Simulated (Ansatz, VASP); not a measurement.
## One calculation of Mo, two programs

```xyz
1
Lattice="2.6917 0.0000 0.0000 0.0000 2.6917 0.0000 0.0000 0.0000 2.6917" Properties=species:S:1:pos:R:3 pbc="T T T"
Mo    0.0000    0.0000    0.0000
```

Alike in both runs: task single point; functional r2SCAN; k mesh 14 × 14 × 14; occupations fermi-dirac, width 0.1 eV; no spin polarisation.

|  | VASP | Ansatz |
| --- | --- | --- |
| version | VASP 6.6.1 | Ansatz 0.2.0 |
| potentials or method | VASP PAW PBE potentials, release 64 (Mo_sv), cutoff 550 eV | plane waves (500 eV) with PAW, scalar-relativistic |
| valence electrons in the cell | 14 | 14 |

Ansatz gave:

* pressure (GPa): -18.3

Problem. Which values does VASP return?

Solution. Pressure (GPa): -17.7.

VASP's potentials were made for PBE, not for r2SCAN. The functional is the same, so the differences come from potentials, cutoffs and numerics.
